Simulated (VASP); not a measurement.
# RhC3N3 (Fm-3m) in VASP: single point with PBE

Aim: the single point of RhC3N3 with PBE.

Program: VASP 6.6.1. These are calculated values, not measurements. Logs are shortened: lines on timing, memory, paths and dates and some standing lists are left out, and cuts for length are marked.

## 1. The cell of the first run

It takes space group Fm-3m (No. 225, cubic). The conventional cell has a = 10.189 Å, b = 10.189 Å, c = 10.189 Å, α = 90.00°, β = 90.00°, γ = 90.00°. Within 2.5 Å of Rh (site symmetry m-3m) lie 6 C at 1.92 Å. Within 2.7 Å of Rh (site symmetry m-3m) lie 6 N at 2.01 Å. C (site symmetry 4mm) has 1 N at 1.17 Å within 1.6 Å. Within 1.6 Å of N (site symmetry 4mm) lie 1 C at 1.17 Å.

## 2. Single point, PBE, collinear spin, ferromagnetic start

The input, INCAR:

```
SYSTEM = RhC3N3
  ALGO = Normal
  EDIFF = 1E-6
  ENCUT = 520
  GGA = PE
  ISIF = 2
  ISMEAR = 0
  ISPIN = 2
  LASPH = .True.
  LCHARG = .False.
  LMAXMIX = 4
  LORBIT = 11
  LREAL = .False.
  LWAVE = .False.
  MAGMOM = 1 1 0 0 0 0 0 0 0 0 0 0 0 0
  NBANDS = 59
  NELM = 150
  PREC = Accurate
  SIGMA = 0.1
```

The input, KPOINTS:

```
k-points
0
Gamma
  4 4 4
  0 0 0
```

The input, POSCAR:

```
RhC3N3
1.0
    0.0000000000      5.0945000000      5.0945000000
    5.0945000000      0.0000000000      5.0945000000
    5.0945000000      5.0945000000      0.0000000000
Rh C N
2 6 6
Direct
    0.0000000000      0.0000000000      0.0000000000
    0.5000000000      0.5000000000      0.5000000000
    0.8118559200      0.1881440800      0.1881440800
    0.1881440800      0.8118559200      0.1881440800
    0.1881440800      0.1881440800      0.8118559200
    0.1881440800      0.8118559200      0.8118559200
    0.8118559200      0.1881440800      0.8118559200
    0.8118559200      0.8118559200      0.1881440800
    0.6970262000      0.3029738000      0.3029738000
    0.3029738000      0.6970262000      0.3029738000
    0.3029738000      0.3029738000      0.6970262000
    0.3029738000      0.6970262000      0.6970262000
    0.6970262000      0.3029738000      0.6970262000
    0.6970262000      0.6970262000      0.3029738000
```

Potentials or basis: VASP PAW PBE potentials, release 64 (Rh_pv, C, N).

The run is started by

```sh
cat potpaw_PBE.64/Rh_pv/POTCAR potpaw_PBE.64/C/POTCAR potpaw_PBE.64/N/POTCAR > POTCAR
mpirun -np 1 vasp_std > vasp.out
```

OUTCAR:

```text
SYSTEM = RhC3N3
   EDIFF = 1E-6
   ENCUT = 520
   GGA = PE
   ISIF = 2
   ISMEAR = 0
   ISPIN = 2
   LASPH = .True.
   LORBIT = 11
   LREAL = .False.
   NELM = 150
   PREC = Accurate

 ion  position               nearest neighbor table
   1  0.000  0.000  0.000-   3 1.92   4 1.92   5 1.92   6 1.92   7 1.92   8 1.92
   2  0.500  0.500  0.500-   9 2.01  10 2.01  11 2.01  12 2.01  13 2.01  14 2.01
   3  0.812  0.188  0.188-   9 1.17   1 1.92
   4  0.188  0.812  0.188-  10 1.17   1 1.92
   5  0.188  0.188  0.812-  11 1.17   1 1.92
   6  0.188  0.812  0.812-  12 1.17   1 1.92
   7  0.812  0.188  0.812-  13 1.17   1 1.92
   8  0.812  0.812  0.188-  14 1.17   1 1.92
   9  0.697  0.303  0.303-   3 1.17   2 2.01
  10  0.303  0.697  0.303-   4 1.17   2 2.01
  11  0.303  0.303  0.697-   5 1.17   2 2.01
  12  0.303  0.697  0.697-   6 1.17   2 2.01
  13  0.697  0.303  0.697-   7 1.17   2 2.01
  14  0.697  0.697  0.303-   8 1.17   2 2.01

  LATTYP: Found a face centered cubic cell.
 ALAT       =    10.1890000000

  Lattice vectors:

 A1 = (   0.0000000000,   5.0945000000,   5.0945000000)
 A2 = (   5.0945000000,   0.0000000000,   5.0945000000)
 A3 = (   5.0945000000,   5.0945000000,   0.0000000000)

Analysis of symmetry for initial positions (statically):
=====================================================================
 Subroutine PRICEL returns:
 Original cell was already a primitive cell.

 Routine SETGRP: Setting up the symmetry group for a
 face centered cubic supercell.

 Subroutine GETGRP returns: Found 48 space group operations
 (whereof 48 operations were pure point group operations)
 out of a pool of 48 trial point group operations.

The static configuration has the point symmetry O_h .

Analysis of symmetry for dynamics (positions and initial velocities):
=====================================================================
 Subroutine PRICEL returns:
 Original cell was already a primitive cell.

 Routine SETGRP: Setting up the symmetry group for a
 face centered cubic supercell.

 Subroutine GETGRP returns: Found 48 space group operations
 (whereof 48 operations were pure point group operations)
 out of a pool of 48 trial point group operations.

The dynamic configuration has the point symmetry O_h .

Analysis of structural, dynamic, and magnetic symmetry:
=====================================================================
 Subroutine PRICEL returns:
 Original cell was already a primitive cell.

 Routine SETGRP: Setting up the symmetry group for a
 face centered cubic supercell.

 Subroutine GETGRP returns: Found 48 space group operations
 (whereof 48 operations were pure point group operations)
 out of a pool of 48 trial point group operations.

The overall configuration has the point symmetry O_h .

 Subroutine INISYM returns: Found 48 space group operations
 (whereof 48 operations are pure point group operations),
 and found     1 'primitive' translations

----------------------------------------------------------------------------------------

                                     Primitive cell

  volume of cell :     264.4446

  direct lattice vectors                    reciprocal lattice vectors
     0.000000000  5.094500000  5.094500000    -0.098145058  0.098145058  0.098145058
     5.094500000  0.000000000  5.094500000     0.098145058 -0.098145058  0.098145058
     5.094500000  5.094500000  0.000000000     0.098145058  0.098145058 -0.098145058

  length of vectors
     7.204710994  7.204710994  7.204710994     0.169992228  0.169992228  0.169992228

  position of ions in fractional coordinates (direct lattice)
     0.000000000  0.000000000  0.000000000
     0.500000000  0.500000000  0.500000000
     0.811855920  0.188144080  0.188144080
     0.188144080  0.811855920  0.188144080
     0.188144080  0.188144080  0.811855920
     0.188144080  0.811855920  0.811855920
[... 80 lines left out ...]
   EDIFF  = 0.1E-05   stopping-criterion for ELM
   LREAL  =      F    real-space projection
   EDIFFG = 0.1E-04   stopping-criterion for IOM
   NSW    =      0    number of steps for IOM
   IBRION =     -1    ionic relax: 0-MD 1-quasi-New 2-CG
   NFREE  =      0    steps in history (QN), initial steepest desc. (CG)
   ISIF   =      2    stress and relaxation
   ISYM   =      2    0-nonsym 1-usesym 2-fastsym
   POTIM  = 0.5000    time-step for ionic-motion
   TEBEG  =    0.0;   TEEND  =   0.0 temperature during run
   PSTRESS=    0.0 pullay stress
   NELECT =      84.0000    total number of electrons
   NUPDOWN=      -1.0000    fix difference up-down
   EMIN   =  10.00;   EMAX   =-10.00  energy-range for DOS
   EFERMI =   0.00;   METHOD = LEGACY
   ISMEAR =     0;   SIGMA  =   0.10  broadening in eV -4-tet -1-fermi 0-gaus
   EFERMI_NEDOS =   21; number of points for ismear=-14 and -15
   IALGO  =     38    algorithm
   IMIX   =      4    mixing-type and parameters
     AMIX     =   0.40;   BMIX     =  1.00
     AMIX_MAG =   1.60;   BMIX_MAG =  1.00
  volume/ion in A,a.u.               =      18.89       127.47
  Fermi-wavevector in a.u.,A,eV,Ry     =   1.117008  2.110839 16.976089  1.247707
  Thomas-Fermi vector in A             =   2.253627
   LORBIT       =     11    0 simple, 1 ext, 2 COOP (PROOUT), +10 PAW based schemes
   GGA     = PE    functional components
   LHFCALC =     F    Hartree Fock is set to
   AEXX    =    0.0000 exact exchange contribution
   IVDW    =     0    specifies the selected vdW correction
   LEPSILON=     F    determine dielectric tensor
   LRPA    =     F    only Hartree local field effects (RPA)
 spin polarized calculation
 Gauss-broadening in eV      SIGMA  =   0.10
  energy-cutoff  :      520.00
  volume of cell :      264.44
 maximum number of plane-waves:      7147
 NGX is ok and might be reduce to    54
   NGX = 27   NGY = 27   NGZ = 27

 number of electron      84.0000016 magnetization      -0.0009146

 number of electron      84.0000016 magnetization       0.0000082

 Free energy of the ion-electron system (eV)
  ---------------------------------------------------
  ext. energy  EPLUGINS =         0.00000000
  ---------------------------------------------------
  free energy    TOTEN  =      -115.66019161 eV

  energy without entropy =     -115.66019161  energy(sigma->0) =     -115.66019161

 E-fermi :  -0.9687     XC(G=0):  -7.2671

 val. band max:       -1.5514100238   @ k =   0.0000   0.0000   0.0000
 cond. band min:       1.4651560901   @ k =   0.5000   0.5000   0.0000
 fundamental gap:      3.0165661139
 Fermi energy:        -0.9687242799

 spin component 1

 k-point     1 :       0.0000    0.0000    0.0000
  band No.  band energies     occupation
      1     -48.2740      1.00000
      2     -48.2740      1.00000
      3     -48.2740      1.00000
      4     -48.0974      1.00000
      5     -48.0974      1.00000
      6     -48.0974      1.00000
[... 445 lines left out ...]
     53       4.5424      0.00000
     54       4.5424      0.00000
 Fermi energy:        -0.9687242799

 spin component 2

 k-point     1 :       0.0000    0.0000    0.0000
  band No.  band energies     occupation
      1     -48.2740      1.00000
      2     -48.2740      1.00000
      3     -48.2740      1.00000
      4     -48.0974      1.00000
      5     -48.0974      1.00000
      6     -48.0974      1.00000
[... 445 lines left out ...]
     53       4.5424      0.00000
     54       4.5424      0.00000
 [bands above 54 left out]

------------------------ aborting loop because EDIFF is reached ----------------------------------------

  FORCE on cell =-STRESS in cart. coord.  units (eV):
  Direction    XX          YY          ZZ          XY          YZ          ZX
  --------------------------------------------------------------------------------------
  -------------------------------------------------------------------------------------
  Total        4.5618499      4.5618499      4.5618499     -0.0000000     -0.0000000      0.0000000
  in kB       27.6386535     27.6386535     27.6386535     -0.0000000     -0.0000000      0.0000000
  external PRESSURE =      27.6386535 kB  Pullay stress =       0.0000000 kB

 VOLUME and BASIS-vectors are now :
 -----------------------------------------------------------------------------
  energy-cutoff  :      520.00
  volume of cell :      264.44
      direct lattice vectors                 reciprocal lattice vectors
     0.000000000  5.094500000  5.094500000    -0.098145058  0.098145058  0.098145058
     5.094500000  0.000000000  5.094500000     0.098145058 -0.098145058  0.098145058
     5.094500000  5.094500000  0.000000000     0.098145058  0.098145058 -0.098145058

 POSITION                                       TOTAL-FORCE (eV/Angst)
 -----------------------------------------------------------------------------------
      0.00000      0.00000      0.00000         0.000000      0.000000      0.000000
      5.09450      5.09450      5.09450         0.000000      0.000000      0.000000
      1.91700      5.09450      5.09450         2.574242      0.000000      0.000000
      5.09450      1.91700      5.09450         0.000000      2.574242      0.000000
      5.09450      5.09450      1.91700         0.000000      0.000000      2.574242
      8.27200      5.09450      5.09450        -2.574242      0.000000      0.000000
      5.09450      8.27200      5.09450         0.000000     -2.574242      0.000000
      5.09450      5.09450      8.27200         0.000000      0.000000     -2.574242
      3.08700      5.09450      5.09450        -0.169079      0.000000      0.000000
      5.09450      3.08700      5.09450         0.000000     -0.169079      0.000000
      5.09450      5.09450      3.08700         0.000000      0.000000     -0.169079
      7.10200      5.09450      5.09450         0.169079      0.000000      0.000000
      5.09450      7.10200      5.09450         0.000000      0.169079      0.000000
      5.09450      5.09450      7.10200         0.000000      0.000000      0.169079
 -----------------------------------------------------------------------------------
    total drift:                               -0.000000      0.000000      0.000000

  FREE ENERGIE OF THE ION-ELECTRON SYSTEM (eV)
  ---------------------------------------------------
  free  energy   TOTEN  =      -115.6601916075 eV

  energy  without entropy=     -115.6601916075  energy(sigma->0) =     -115.66019161

 total charge

# of ion       s       p       d       tot
------------------------------------------
    1        0.533   6.758   7.201  14.492
    2        0.374   6.428   6.906  13.708
    3        0.946   1.657   0.000   2.603
    4        0.946   1.657   0.000   2.603
    5        0.946   1.657   0.000   2.603
    6        0.946   1.657   0.000   2.603
    7        0.946   1.657   0.000   2.603
    8        0.946   1.657   0.000   2.603
    9        1.282   2.611   0.000   3.893
   10        1.282   2.611   0.000   3.893
   11        1.282   2.611   0.000   3.893
   12        1.282   2.611   0.000   3.893
   13        1.282   2.611   0.000   3.893
   14        1.282   2.611   0.000   3.893
--------------------------------------------------
tot         14.274  38.792  14.107  67.174

 magnetization (x)

# of ion       s       p       d       tot
------------------------------------------
    1       -0.000  -0.000   0.000  -0.000
    2        0.000  -0.000   0.000   0.000
    3        0.000  -0.000   0.000  -0.000
    4        0.000  -0.000   0.000  -0.000
    5        0.000  -0.000   0.000  -0.000
    6        0.000  -0.000   0.000  -0.000
    7        0.000  -0.000   0.000  -0.000
    8        0.000  -0.000   0.000  -0.000
    9        0.000   0.000   0.000   0.000
   10        0.000   0.000   0.000   0.000
   11        0.000   0.000   0.000   0.000
   12        0.000   0.000   0.000   0.000
   13        0.000   0.000   0.000   0.000
   14        0.000   0.000   0.000   0.000
--------------------------------------------------
tot          0.000   0.000   0.000   0.000
```

Run time: 6 min. Hardware: 1 thread of AMD EPYC 7R13 (Zen 3), shared host; peak memory 0.57 GiB.

Results:

```yaml
Free_energy: -115.6602 eV
Pressure: 2.8 GPa
Largest_force: 2.574 eV/Å
Band_gap_on_the_k_mesh: 3.02 eV, indirect (the least direct gap lies 2.7 meV higher)
Net_moment: 0.00 μB per cell
Valence_electrons_inside_the_program's_atomic_spheres: Rh 14.49, 13.71; C 2.60; N 3.89
```

Forces in eV/Å, atoms in the order of the input:
```
Rh   0.000  0.000  0.000
Rh   0.000  0.000  0.000
C    2.574  0.000  0.000
C    0.000  2.574  0.000
C    0.000  0.000  2.574
C   -2.574  0.000  0.000
C    0.000 -2.574  0.000
C    0.000  0.000 -2.574
N   -0.169  0.000  0.000
N    0.000 -0.169  0.000
N    0.000  0.000 -0.169
N    0.169  0.000  0.000
N    0.000  0.169  0.000
N    0.000  0.000  0.169
```

Levels at points of the mesh, in eV from the valence-band top:
Spin up:
```csv
k point,band 40,band 41,band 42,band 43,band 44,band 45
"(0.00, 0.00, 0.00)",0.00,0.00,0.00,3.02,3.02,5.21
"(0.50, 0.00, 0.00)",-0.54,-0.54,-0.47,3.43,3.43,5.59
"(0.50, 0.50, 0.00)",-0.31,-0.31,-0.01,3.02,3.30,5.12
```
Spin down:
| k point | band 39 | band 40 | band 41 | band 42 | band 43 | band 44 | band 45 | band 46 |
| --- | --- | --- | --- | --- | --- | --- | --- | --- |
| (0.00, 0.00, 0.00) | -1.82 | 0.00 | 0.00 | 0.00 | 3.02 | 3.02 | 5.21 | 5.21 |
| (0.50, 0.00, 0.00) | -1.11 | -0.54 | -0.54 | -0.47 | 3.43 | 3.43 | 5.59 | 5.63 |
| (0.50, 0.50, 0.00) | -0.80 | -0.31 | -0.31 | -0.01 | 3.02 | 3.30 | 5.12 | 5.50 |

Caveat: forces of over 1 eV/Å act on the atoms, so gaps and moduli don't describe the material at rest.
